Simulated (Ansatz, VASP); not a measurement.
## SnO2 in VASP and in Ansatz

The input INCAR:

```
SYSTEM = SnO2
PREC     = Accurate       ! precision mode
ENCUT    = 520            ! plane-wave cutoff, eV
EDIFF    = 1E-6           ! SCF threshold, eV
ISMEAR   = 0              ! smearing method
SIGMA    = 0.05           ! smearing width, eV
LREAL    = .FALSE.        ! projectors in reciprocal space
LASPH    = .TRUE.         ! aspherical terms in the spheres
NELM     = 60             ! most SCF steps
ALGO     = Normal         ! electronic algorithm
ISIF     = 2              ! what is computed and relaxed
LWAVE    = .FALSE.        ! write WAVECAR
LCHARG   = .FALSE.        ! write CHGCAR
NBANDS   = 35             ! bands
```

Contents of KPOINTS:

```
regular mesh
0
G
  6 6 8
  0 0 0
```

File POSCAR:

```
SnO2
1.0
    4.7212714757      0.0000000000      0.0000000000
    0.0000000000      4.7242464866      0.0000000000
    0.0000000000      0.0000000000      3.1900194031
Sn O
2 4
Direct
    0.5560538850      0.4437617273      0.5000000000
    0.0560538850     -0.0562382727      0.0000000000
    0.3055669669      0.3065721211      0.0000000000
    0.8055669669      0.1934278789      0.5000000000
    0.1944330331      0.8065721211      0.5000000000
    0.6944330331      0.6934278789      0.0000000000
```

Input for Ansatz:

```yaml
crystal:
  lattice:
    - [4.7212714757, 0.0, 0.0]
    - [0.0, 4.7242464866, 0.0]
    - [0.0, 0.0, 3.1900194031]
  atoms:
    - { symbol: Sn, position: [0.556053885, 0.4437617273, 0.5] }
    - { symbol: Sn, position: [0.056053885, -0.0562382727, 0.0] }
    - { symbol: O, position: [0.3055669669, 0.3065721211, 0.0] }
    - { symbol: O, position: [0.8055669669, 0.1934278789, 0.5] }
    - { symbol: O, position: [0.1944330331, 0.8065721211, 0.5] }
    - { symbol: O, position: [0.6944330331, 0.6934278789, 0.0] }
basis:
  ecutwfc: 420
kpoints:
  mp_grid: { grid: [6, 6, 8] }
hamiltonian:
  xc: lda
scf:
  occupations: { method: gaussian, width: 0.05 }
output:
  forces: true
  stress: true
  eigenvalues: true
```

Change from the starting cell: all Sn atoms moved +0.375 Å, as atom 1 towards its neighbour atom 4 (O) at 2.044 Å.

Alike in both runs: task single point; functional LDA; k mesh 6 × 6 × 8; occupations gaussian, width 0.05 eV; no spin polarisation.

|  | VASP | Ansatz |
| --- | --- | --- |
| version | VASP 6.6.1 | Ansatz 0.2.0 |
| potentials or method | VASP PAW LDA potentials, release 64 (Sn_d, O), cutoff 520 eV | scalar-relativistic, plane waves, PAW |
| valence electrons in the cell | 52 | 52 |

|  | VASP | Ansatz | Ansatz less VASP |
| --- | --- | --- | --- |
| gap on the k mesh at the Fermi level (eV) | 1.38 | 1.36 | -0.016 |
| least direct gap on the mesh (eV) | 1.38 | 1.36 | -0.016 |
| pressure (GPa) | 18.4 | 18.3 | -0.06 |
| traceless stress, the component that is largest in VASP (GPa) | -23.82 | -25.21 | -1.397 |
| rms of the force components (eV/Å) | 4.388 | 4.528 | +0.1405 |

LDA's correlation is that of Perdew and Zunger in VASP and of Perdew and Wang (1992) in Ansatz. Atom by atom the forces differ by 0.162 eV/Å (rms over components).
